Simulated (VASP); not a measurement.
Write the native input for VASP 6.6.1 that does the following.

| Property | Result |
| --- | --- |
| Task | relaxation of cell and atoms |
| Functional | LDA |
| Potentials or basis | VASP PAW LDA potentials, release 64 (Te, Mo_sv) |
| Cutoff | 600 eV |
| k mesh | 9 × 9 × 2 |
| Occupations | fermi-dirac, width 0.05 eV |
| Spin | no spin polarisation |
| Dipole correction | no |
| Further INCAR settings | ALGO = Normal; EDIFF = 1e-06; IBRION = 2; EDIFFG = -0.01; NSW = 60; ISIF = 3 |

The structure of Te2Mo lies in POSCAR:

```
Te2Mo
1.0
    3.5182000000      0.0000000000      0.0000000000
   -1.7591000000      3.0468505756      0.0000000000
    0.0000000000      0.0000000000     13.9736000000
Te Mo
4 2
Direct
    0.6666666667      0.3333333333      0.3790000000
    0.3333333333      0.6666666667      0.8790000000
    0.6666666667      0.3333333333      0.1210000000
    0.3333333333      0.6666666667      0.6210000000
    0.6666666667      0.3333333333      0.7500000000
    0.3333333333      0.6666666667      0.2500000000
```

One way to write it, as run:

INCAR

```
SYSTEM = Te2Mo
PREC     = Accurate       ! precision mode
ENCUT    = 600            ! plane-wave cutoff, eV
EDIFF    = 1E-6           ! SCF threshold, eV
ISMEAR   = -1             ! smearing method
SIGMA    = 0.05           ! smearing width, eV
LREAL    = .False.        ! projectors in reciprocal space
LASPH    = .True.         ! aspherical terms in the spheres
NELM     = 80             ! most SCF steps
ALGO     = Normal         ! electronic algorithm
ISIF     = 3              ! what is computed and relaxed
LWAVE    = .False.        ! write WAVECAR
LCHARG   = .False.        ! write CHGCAR
GGA      = CA             ! functional
IBRION   = 2              ! ionic algorithm
NSW      = 60             ! ionic steps
EDIFFG   = -0.01          ! ionic threshold
```

KPOINTS

```
Automatic mesh
0
Gamma
  9 9 2
  0 0 0
```

Potentials or basis: VASP PAW LDA potentials, release 64 (Te, Mo_sv).

Command:

```console
$ cat potpaw_LDA.64/Te/POTCAR potpaw_LDA.64/Mo_sv/POTCAR > POTCAR
$ mpirun -np 1 vasp_std > vasp.out
```

Results of the run:

```
Relaxed volume                        : 24.01 Å³/atom
Relaxed cell                          : a = 3.476 Å, b = 3.476 Å, c = 13.770 Å, α = 90.00°, β = 90.00°, γ = 120.00°
Space group after relaxing (to 0.1 Å) : P6_3/mmc (No. 194)
Energy gained by relaxing             : 6.8 meV/atom
Ionic steps                           : 14
Pressure after relaxing               : 0.0 GPa
Largest force after relaxing          : 0.007 eV/Å
Band gap on the k mesh                : 0.70 eV (least direct gap 1.10 eV)
```

Caveat: spin-orbit coupling is left out, which moves the levels of the heavy elements; an odd mesh through Γ misses points on the zone boundary, where band edges can lie.

It took 30 min on 1 thread of Intel Xeon 8259CL, with other jobs on the host, peak memory 0.32 GiB.
